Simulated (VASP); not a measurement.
# In3Sb (P4/mmm) in VASP: a series of runs

Runs on In3Sb. Level: PBEsol+D3(BJ). Tasks: single point.

Program: VASP 6.6.1. These are calculated values, not measurements. Logs are shortened: lines on timing, memory, paths and dates and some standing lists are left out, and cuts for length are marked.

### Step 1. The cell of the first run

The structure is tetragonal, space group P4/mmm (No. 123). Conventional cell: a = 4.899 Å, b = 4.899 Å, c = 4.164 Å, α = 90.00°, β = 90.00°, γ = 90.00°. Within 4.2 Å of In (site symmetry 4/mmm) lie 10 In at 3.21 to 4.16 Å and 4 Sb at 3.46 Å. Within 4.2 Å of In (site symmetry mmm) lie 10 In at 3.21 to 4.16 Å and 4 Sb at 3.21 Å. Sb (site symmetry 4/mmm) has 12 In at 3.21 to 3.46 Å and 2 Sb at 4.16 Å within 4.2 Å.

### Step 2. Single point, PBEsol+D3(BJ)

Contents of INCAR:

```
PREC = Accurate
ENCUT = 520
EDIFF = 1E-6
ISMEAR = 0
SIGMA = 0.15
LREAL = F
LASPH = T
NELM = 100
ALGO = Fast
ISIF = 2
LWAVE = F
LCHARG = F
GGA = PS
IVDW = 12
NBANDS = 30
```

Contents of KPOINTS:

```
Automatic mesh
0
Gamma
  12 12 12
```

Contents of POSCAR:

```
In3Sb
1.0
    4.8985471340      0.0000000000      0.0000000000
    0.0000000000      4.8985471340      0.0000000000
    0.0000000000      0.0000000000      4.1637650639
In Sb
3 1
Direct
    0.5000000000      0.5000000000      0.0000000000
    0.5000000000      0.0000000000      0.5000000000
    0.0000000000      0.5000000000      0.5000000000
    0.0000000000      0.0000000000      0.0000000000
```

Potentials or basis: VASP PAW PBE potentials, release 64 (In_d, Sb).

On the command line:

```
$ cat potpaw_PBE.64/In_d/POTCAR potpaw_PBE.64/Sb/POTCAR > POTCAR
$ mpirun -np 1 vasp_std > vasp.out
```

OUTCAR:

```text
PREC = Accurate
   ENCUT = 520
   EDIFF = 1E-6
   ISMEAR = 0
   LREAL = F
   LASPH = T
   NELM = 100
   ISIF = 2
   GGA = PS
   IVDW = 12
 IVDW          = 12

 ion  position               nearest neighbor table
   1  0.500  0.500  0.000-   2 3.21   3 3.21   2 3.21   3 3.21   2 3.21   2 3.21   3 3.21   3 3.21
                             4 3.46   4 3.46   4 3.46   4 3.46
   2  0.500  0.000  0.500-   1 3.21   4 3.21   1 3.21   4 3.21   1 3.21   1 3.21   4 3.21   4 3.21
                             3 3.46   3 3.46   3 3.46   3 3.46
   3  0.000  0.500  0.500-   1 3.21   4 3.21   1 3.21   4 3.21   4 3.21   4 3.21   1 3.21   1 3.21
                             2 3.46   2 3.46   2 3.46   2 3.46
   4  0.000  0.000  0.000-   2 3.21   3 3.21   2 3.21   3 3.21   3 3.21   3 3.21   2 3.21   2 3.21
                             1 3.46   1 3.46   1 3.46   1 3.46

  LATTYP: Found a simple tetragonal cell.
 ALAT       =     4.8985471340
 C/A-ratio  =     0.8500000000

  Lattice vectors:

 A1 = (   4.8985471340,   0.0000000000,   0.0000000000)
 A2 = (   0.0000000000,   4.8985471340,   0.0000000000)
 A3 = (   0.0000000000,   0.0000000000,   4.1637650639)

Analysis of symmetry for initial positions (statically):
=====================================================================
 Subroutine PRICEL returns:
 Original cell was already a primitive cell.

 Routine SETGRP: Setting up the symmetry group for a
 simple tetragonal supercell.

 Subroutine GETGRP returns: Found 16 space group operations
 (whereof 16 operations were pure point group operations)
 out of a pool of 16 trial point group operations.

The static configuration has the point symmetry D_4h.

Analysis of symmetry for dynamics (positions and initial velocities):
=====================================================================
 Subroutine PRICEL returns:
 Original cell was already a primitive cell.

 Routine SETGRP: Setting up the symmetry group for a
 simple tetragonal supercell.

 Subroutine GETGRP returns: Found 16 space group operations
 (whereof 16 operations were pure point group operations)
 out of a pool of 16 trial point group operations.

The dynamic configuration has the point symmetry D_4h.

 Subroutine INISYM returns: Found 16 space group operations
 (whereof 16 operations are pure point group operations),
 and found     1 'primitive' translations

----------------------------------------------------------------------------------------

                                     Primitive cell

[... 95 lines left out ...]
   LREAL  =      F    real-space projection
   EDIFFG = 0.1E-04   stopping-criterion for IOM
   NSW    =      0    number of steps for IOM
   IBRION =     -1    ionic relax: 0-MD 1-quasi-New 2-CG
   NFREE  =      0    steps in history (QN), initial steepest desc. (CG)
   ISIF   =      2    stress and relaxation
   ISYM   =      2    0-nonsym 1-usesym 2-fastsym
   POTIM  = 0.5000    time-step for ionic-motion
   TEBEG  =    0.0;   TEEND  =   0.0 temperature during run
   PSTRESS=    0.0 pullay stress
   NELECT =      44.0000    total number of electrons
   NUPDOWN=      -1.0000    fix difference up-down
   EMIN   =  10.00;   EMAX   =-10.00  energy-range for DOS
   EFERMI =   0.00;   METHOD = LEGACY
   ISMEAR =     0;   SIGMA  =   0.15  broadening in eV -4-tet -1-fermi 0-gaus
   EFERMI_NEDOS =   21; number of points for ismear=-14 and -15
   IALGO  =     68    algorithm
   IMIX   =      4    mixing-type and parameters
     AMIX     =   0.40;   BMIX     =  1.00
     AMIX_MAG =   1.60;   BMIX_MAG =  1.00
  volume/ion in A,a.u.               =      24.98       168.56
  Fermi-wavevector in a.u.,A,eV,Ry     =   1.245524  2.353699 21.107129  1.551330
  Thomas-Fermi vector in A             =   2.379742
   LORBIT       =      0    0 simple, 1 ext, 2 COOP (PROOUT), +10 PAW based schemes
   GGA     = PS    functional components
   LHFCALC =     F    Hartree Fock is set to
   AEXX    =    0.0000 exact exchange contribution
   IVDW    =    12    specifies the selected vdW correction
   LEPSILON=     F    determine dielectric tensor
   LRPA    =     F    only Hartree local field effects (RPA)
 non-spin polarized calculation
 RMM-DIIS sequential band-by-band and
 Gauss-broadening in eV      SIGMA  =   0.15
  energy-cutoff  :      520.00
  volume of cell :       99.91
 maximum number of plane-waves:      2720
   NGX = 19   NGY = 19   NGZ = 15

 number of electron      43.9999960 magnetization

 Free energy of the ion-electron system (eV)
  ---------------------------------------------------
  ext. energy  EPLUGINS =         0.00000000
  ---------------------------------------------------
  free energy    TOTEN  =       -13.41218779 eV

  energy without entropy =      -13.39173724  energy(sigma->0) =      -13.40196252

 E-fermi :   8.2125     XC(G=0): -10.6315

 val. band max:        8.2093328555   @ k =   0.3333   0.0833   0.0000
 cond. band min:       8.2146925275   @ k =   0.5000   0.0833   0.1667
 fundamental gap:      0.0053596720
 Fermi energy:         8.2124693939

 k-point     1 :       0.0000    0.0000    0.0000
  band No.  band energies     occupation
      1      -6.5526      2.00000
      2      -6.5526      2.00000
      3      -6.5484      2.00000
      4      -6.4782      2.00000
      5      -6.4179      2.00000
      6      -6.3386      2.00000
[... 781 lines left out ...]
     29      12.6091      0.00000
     30      13.1206      0.00000

 [... further k-points ...]

------------------------ aborting loop because EDIFF is reached ----------------------------------------

 Edisp (eV)   -1.66526

 E8    (eV) :    -1.1884

  FORCE on cell =-STRESS in cart. coord.  units (eV):
  Direction    XX          YY          ZZ          XY          YZ          ZX
  --------------------------------------------------------------------------------------
  -------------------------------------------------------------------------------------
  Total      -0.10858    -0.10858    -0.33427     0.00000     0.00000     0.00000
  in kB      -1.74118    -1.74118    -5.36025     0.00000     0.00000     0.00000
  external pressure =       -2.95 kB  Pullay stress =        0.00 kB

 VOLUME and BASIS-vectors are now :
 -----------------------------------------------------------------------------
  energy-cutoff  :      520.00
  volume of cell :       99.91
      direct lattice vectors                 reciprocal lattice vectors
     4.898547134  0.000000000  0.000000000     0.204142161  0.000000000  0.000000000
     0.000000000  4.898547134  0.000000000     0.000000000  0.204142161  0.000000000
     0.000000000  0.000000000  4.163765064     0.000000000  0.000000000  0.240167249

 POSITION                                       TOTAL-FORCE (eV/Angst)
 -----------------------------------------------------------------------------------
      2.44927      2.44927      0.00000         0.000000      0.000000      0.000000
      2.44927      0.00000      2.08188         0.000000      0.000000      0.000000
      0.00000      2.44927      2.08188         0.000000      0.000000      0.000000
      0.00000      0.00000      0.00000         0.000000      0.000000      0.000000
 -----------------------------------------------------------------------------------
    total drift:                                0.000000      0.000000      0.000000

  FREE ENERGIE OF THE ION-ELECTRON SYSTEM (eV)
  ---------------------------------------------------
  free  energy   TOTEN  =       -15.0774484406 eV

  energy  without entropy=      -15.0569978891  energy(sigma->0) =      -15.06722316
```

It took 3.7 min on 1 thread of Intel Xeon 6975P-C (Granite Rapids), shared host; peak memory 0.58 GiB.

What came out:

```
Free energy                : -15.0774 eV
Pressure                   : -0.3 GPa
Band gap on the k mesh     : zero (band 22 reaches 10.11 eV, above the bottom of band 23 at 4.62 eV)
Dispersion energy per atom : -0.416 eV
```

Caveat: the PAW data sets were made with another functional, which shifts forces and pressure a little; spin-orbit coupling is left out, which moves the levels of the heavy elements; pairwise dispersion overbinds metals, which lowers pressure and volume.

### Step 3. Single point, PBEsol+D3(BJ)

This run uses another cell than the first one, of the same volume but with other edges.

Contents of INCAR:

```
SYSTEM = In3Sb
PREC = Accurate
ENCUT = 520
EDIFF = 1E-6
ISMEAR = 0
SIGMA = 0.15
LREAL = .False.
LASPH = .True.
NELM = 100
ALGO = Fast
ISIF = 2
LWAVE = .False.
LCHARG = .True.
GGA = PS
IVDW = 12
LELF = .True.
LVHAR = .True.
NBANDS = 30
```

Contents of KPOINTS:

```
Automatic mesh
0
Gamma
  12 12 12
  0 0 0
```

Contents of POSCAR:

```
In3Sb
1.0
    4.3666312426      0.0000000000      0.0000000000
    0.0000000000      4.3666312426      0.0000000000
    0.0000000000      0.0000000000      5.2399574911
In Sb
3 1
Direct
    0.5000000000      0.5000000000      0.0000000000
    0.5000000000      0.0000000000      0.5000000000
    0.0000000000      0.5000000000      0.5000000000
    0.0000000000      0.0000000000      0.0000000000
```

Potentials or basis: VASP PAW PBE potentials, release 64 (In_d, Sb).

On the command line:

```
$ cat potpaw_PBE.64/In_d/POTCAR potpaw_PBE.64/Sb/POTCAR > POTCAR
$ mpirun -np 1 vasp_std > vasp.out
```

It took 3.5 min on 1 thread of Intel Xeon 6975P-C (Granite Rapids), shared host; peak memory 0.57 GiB.

The run converged. Its results:

```
Free energy                : -15.0231 eV
Pressure                   : -0.1 GPa
Band gap on the k mesh     : zero (band 22 reaches 9.59 eV, above the bottom of band 23 at 4.64 eV)
Dispersion energy per atom : -0.416 eV
```

Stress tensor (GPa, compression positive):
```
 0.28  0.00  0.00
 0.00  0.28  0.00
 0.00  0.00 -0.77
```

Levels at points of the mesh, in eV from the Fermi level:
```
           k point  band 20  band 21  band 22  band 23  band 24  band 25
(0.00, 0.00, 0.00)    -2.80    -2.64    -1.07     1.80     1.80     2.36
(0.50, 0.00, 0.00)    -2.49    -1.30    -1.01     0.51     0.82     1.02
(0.50, 0.50, 0.00)    -1.46    -1.18    -1.08    -1.08    -0.14     0.81
(0.00, 0.00, 0.50)    -1.87    -0.59    -0.24    -0.24     0.50     1.57
(0.50, 0.00, 0.50)    -0.37     0.55     0.95     1.48     1.82     2.12
(0.50, 0.50, 0.50)    -4.46    -4.46    -4.41    -3.64     3.63     5.33
```

Caveat: the PAW data sets were made with another functional, which shifts forces and pressure a little; spin-orbit coupling is left out, which moves the levels of the heavy elements; pairwise dispersion overbinds metals, which lowers pressure and volume.
